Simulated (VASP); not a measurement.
# CoSi (P2_13) in VASP: a series of runs, part 2 of 2

VASP 6.6.1. Earlier steps stand in the parts before.

**4. Relaxation of the atoms, PBE (11.96 Å³/atom)**

INCAR

```
SYSTEM = CoSi
PREC = Accurate
ENCUT = 520
EDIFF = 1E-7
ISMEAR = 0
SIGMA = 0.1
LREAL = .FALSE.
LASPH = .TRUE.
NELM = 100
ALGO = Fast
ISIF = 2
LWAVE = .FALSE.
LCHARG = .FALSE.
GGA = PE
IBRION = 2
NSW = 50
EDIFFG = -0.01
```

KPOINTS

```
regular mesh
0
G
  8 8 8
  0 0 0
```

POSCAR

```
CoSi
1.0
    4.5738773796      0.0000000000      0.0000000000
    0.0000000000      4.5738773796      0.0000000000
    0.0000000000      0.0000000000      4.5738773796
Co Si
4 4
Direct
    0.1416904366      0.1416904366      0.1416904366
    0.3583095634      0.8583095634      0.6416904366
    0.6416904366      0.3583095634      0.8583095634
    0.8583095634      0.6416904366      0.3583095634
    0.8422442631      0.8422442631      0.8422442631
    0.6577557369      0.1577557369      0.3422442631
    0.3422442631      0.6577557369      0.1577557369
    0.1577557369      0.3422442631      0.6577557369
```

Potentials or basis: VASP PAW PBE potentials, release 64 (Co, Si).

On the command line:

```sh
cat potpaw_PBE.64/Co/POTCAR potpaw_PBE.64/Si/POTCAR > POTCAR
mpirun -np 1 vasp_std > vasp.out
```

OUTCAR:

```text
SYSTEM = CoSi
   PREC = Accurate
   ENCUT = 520
   EDIFF = 1E-7
   ISMEAR = 0
   LREAL = .FALSE.
   LASPH = .TRUE.
   NELM = 100
   ISIF = 2
   GGA = PE
   IBRION = 2
   NSW = 50
   EDIFFG = -0.01

 ion  position               nearest neighbor table
   1  0.142  0.142  0.142-   5 2.37   6 2.40   7 2.40   8 2.40   7 2.53   8 2.53   6 2.53   3 2.81
                             4 2.81   2 2.81   2 2.81   4 2.81   3 2.81
   2  0.358  0.858  0.642-   6 2.37   5 2.40   7 2.40   8 2.40   7 2.53   8 2.53   5 2.53   1 2.81
                             1 2.81   3 2.81   3 2.81   4 2.81   4 2.81
   3  0.642  0.358  0.858-   7 2.37   6 2.40   5 2.40   8 2.40   8 2.53   6 2.53   5 2.53   1 2.81
                             4 2.81   2 2.81   2 2.81   4 2.81   1 2.81
   4  0.858  0.642  0.358-   8 2.37   6 2.40   7 2.40   5 2.40   6 2.53   5 2.53   7 2.53   1 2.81
                             3 2.81   2 2.81   1 2.81   2 2.81   3 2.81
   5  0.842  0.842  0.842-   1 2.37   2 2.40   3 2.40   4 2.40   3 2.53   4 2.53   2 2.53   6 2.83
                             7 2.83   8 2.83   6 2.83   8 2.83   7 2.83
   6  0.658  0.158  0.342-   2 2.37   1 2.40   3 2.40   4 2.40   3 2.53   4 2.53   1 2.53   8 2.83
                             5 2.83   5 2.83   7 2.83   7 2.83   8 2.83
   7  0.342  0.658  0.158-   3 2.37   2 2.40   1 2.40   4 2.40   4 2.53   2 2.53   1 2.53   8 2.83
                             5 2.83   8 2.83   6 2.83   6 2.83   5 2.83
   8  0.158  0.342  0.658-   4 2.37   2 2.40   3 2.40   1 2.40   2 2.53   1 2.53   3 2.53   7 2.83
                             5 2.83   7 2.83   5 2.83   6 2.83   6 2.83

  LATTYP: Found a simple cubic cell.
 ALAT       =     4.5738773796

  Lattice vectors:

 A1 = (   4.5738773796,   0.0000000000,   0.0000000000)
 A2 = (   0.0000000000,   4.5738773796,   0.0000000000)
 A3 = (   0.0000000000,   0.0000000000,   4.5738773796)

Analysis of symmetry for initial positions (statically):
=====================================================================
 Subroutine PRICEL returns:
 Original cell was already a primitive cell.

 Routine SETGRP: Setting up the symmetry group for a
 simple cubic supercell.

 Subroutine GETGRP returns: Found 12 space group operations
 (whereof  3 operations were pure point group operations)
 out of a pool of 48 trial point group operations.

[... 163 lines left out ...]
  energy-cutoff  :      520.00
  volume of cell :       95.69
 maximum number of plane-waves:      2612
 NGX is ok and might be reduce to    36
   NGX = 17   NGY = 17   NGZ = 17

--------------------------------------- Ionic step        1  -------------------------------------------

 number of electron      52.0000007 magnetization

 Free energy of the ion-electron system (eV)
  ---------------------------------------------------
  ext. energy  EPLUGINS =         0.00000000
  ---------------------------------------------------
  free energy    TOTEN  =       -54.25233807 eV

  energy without entropy =      -54.24350173  energy(sigma->0) =      -54.24791990

------------------------ aborting loop because EDIFF is reached ----------------------------------------

  FORCE on cell =-STRESS in cart. coord.  units (eV):
  Direction    XX          YY          ZZ          XY          YZ          ZX
  --------------------------------------------------------------------------------------
  -------------------------------------------------------------------------------------
  Total      -10.0484426    -10.0484426    -10.0484426      0.0000000      0.0000000      0.0000000
  in kB     -168.2502756   -168.2502756   -168.2502756      0.0000000      0.0000000      0.0000000
  external PRESSURE =    -168.2502756 kB  Pullay stress =       0.0000000 kB
[... 197 lines left out ...]
--------------------------------------- Ionic step        6  -------------------------------------------

 number of electron      52.0000024 magnetization

 Free energy of the ion-electron system (eV)
  ---------------------------------------------------
  ext. energy  EPLUGINS =         0.00000000
  ---------------------------------------------------
  free energy    TOTEN  =       -54.25802510 eV

  energy without entropy =      -54.24889534  energy(sigma->0) =      -54.25346022

 E-fermi :  10.7290     XC(G=0): -12.3880

 val. band max:       10.7007003208   @ k =   0.1250   0.1250   0.1250
 cond. band min:      10.8160742573   @ k =   0.5000   0.3750   0.3750
 fundamental gap:      0.1153739365
 Fermi energy:        10.7289905037

 k-point     1 :       0.0000    0.0000    0.0000
  band No.  band energies     occupation
      1      -2.1847      2.00000
      2       2.9658      2.00000
      3       2.9658      2.00000
      4       2.9658      2.00000
      5       5.6648      2.00000
      6       5.6648      2.00000
[... 805 lines left out ...]
     30      12.4444      0.00000
     31      13.1925      0.00000

 [... further k-points ...]

------------------------ aborting loop because EDIFF is reached ----------------------------------------

  FORCE on cell =-STRESS in cart. coord.  units (eV):
  Direction    XX          YY          ZZ          XY          YZ          ZX
  --------------------------------------------------------------------------------------
  -------------------------------------------------------------------------------------
  Total       -9.7043634     -9.7043634     -9.7043634      0.0000000      0.0000000      0.0000000
  in kB     -162.4890433   -162.4890433   -162.4890433      0.0000000      0.0000000      0.0000000
  external PRESSURE =    -162.4890433 kB  Pullay stress =       0.0000000 kB
[... 23 lines left out ...]
  FREE ENERGIE OF THE ION-ELECTRON SYSTEM (eV)
  ---------------------------------------------------
  free  energy   TOTEN  =       -54.2580251024 eV

  energy  without entropy=      -54.2488953440  energy(sigma->0) =      -54.25346022

 reached required accuracy - stopping structural energy minimisation
```

CONTCAR:

```text
CoSi
   1.00000000000000
     4.5738773795999998    0.0000000000000000    0.0000000000000000
     0.0000000000000000    4.5738773795999998    0.0000000000000000
     0.0000000000000000    0.0000000000000000    4.5738773795999998
  Co              Si
     4     4
Direct
     0.1384054763689059    0.1384054763689059    0.1384054763689059
     0.3615945236310940    0.8615945236310941    0.6384054763689059
     0.6384054763689059    0.3615945236310940    0.8615945236310941
     0.8615945236310941    0.6384054763689059    0.3615945236310940
     0.8410769625731328    0.8410769625731328    0.8410769625731328
     0.6589230374268672    0.1589230374268673    0.3410769625731327
     0.3410769625731327    0.6589230374268672    0.1589230374268673
     0.1589230374268673    0.3410769625731327    0.6589230374268672

  0.00000000E+00  0.00000000E+00  0.00000000E+00
  0.00000000E+00  0.00000000E+00  0.00000000E+00
  0.00000000E+00  0.00000000E+00  0.00000000E+00
  0.00000000E+00  0.00000000E+00  0.00000000E+00
  0.00000000E+00  0.00000000E+00  0.00000000E+00
  0.00000000E+00  0.00000000E+00  0.00000000E+00
  0.00000000E+00  0.00000000E+00  0.00000000E+00
  0.00000000E+00  0.00000000E+00  0.00000000E+00
```

Run time: 15 min. Hardware: 1 thread of Oxide Virtual Turin-like, shared host; peak memory 0.24 GiB.

Results:

| Property | Result |
| --- | --- |
| Free energy | -54.2580 eV |
| Energy gained by relaxing | 0.7 meV/atom |
| Ionic steps | 6 |
| Pressure after relaxing | -16.2 GPa |
| Band gap on the k mesh | zero (bands 26 and 27 overlap by 0.18 eV) |

Forces on the atoms (eV/Å):
```
Co  -0.001 -0.001 -0.001
Co   0.001  0.001 -0.001
Co  -0.001  0.001  0.001
Co   0.001 -0.001  0.001
Si   0.001  0.001  0.001
Si  -0.001 -0.001  0.001
Si   0.001 -0.001 -0.001
Si  -0.001  0.001 -0.001
```

The path:
| step | energy change (eV) | largest force (eV/Å) | pressure (GPa) |
| --- | --- | --- | --- |
| 1 | 0.0000 | 0.0867 | -16.83 |
| 2 | -0.0019 | 0.0742 | -16.74 |
| 3 | -0.0046 | 0.0429 | -16.45 |
| 4 | -0.0048 | 0.0487 | -16.37 |
| 5 | -0.0056 | 0.0167 | -16.28 |
| 6 | -0.0057 | 0.0020 | -16.25 |

Final structure:
```
CELL_PARAMETERS angstrom
4.57388 0.00000 0.00000
0.00000 4.57388 0.00000
0.00000 0.00000 4.57388
ATOMIC_POSITIONS crystal
Co 0.13841 0.13841 0.13841
Co 0.36159 0.86159 0.63841
Co 0.63841 0.36159 0.86159
Co 0.86159 0.63841 0.36159
Si 0.84108 0.84108 0.84108
Si 0.65892 0.15892 0.34108
Si 0.34108 0.65892 0.15892
Si 0.15892 0.34108 0.65892
```

Caveat: the run has no spin polarisation, though such a crystal can be magnetic. Spin polarisation is off, so any magnetic state and its effect on volume and gap are missing.

**5. Summary**

| task | cell | k mesh | cutoff (eV) | smearing | gap on the mesh (eV) | pressure (GPa) |
| --- | --- | --- | --- | --- | --- | --- |
| single point | a = 4.431, b = 4.431, c = 8.862 Å, 16 atoms, atomic positions A | 9 × 9 × 5 | 600 | gaussian 0.15 eV | none | -0.1 |
| relaxation of the atoms | atoms relaxed from a = 4.475 Å, 8 atoms, atomic positions B | 8 × 8 × 8 | 520 | gaussian 0.1 eV | none | -6.1 |
| relaxation of the atoms | atoms relaxed from a = 4.574 Å, 8 atoms, atomic positions C | 8 × 8 × 8 | 520 | gaussian 0.1 eV | none | -16.2 |

Alike in all rows: level PBE; potentials or basis VASP PAW PBE potentials, release 64 (Co, Si); no spin polarisation.

Caveats: the run has no spin polarisation, though such a crystal can be magnetic.

Total energies depend on the potentials used, so only differences within one code and one set of settings carry meaning.
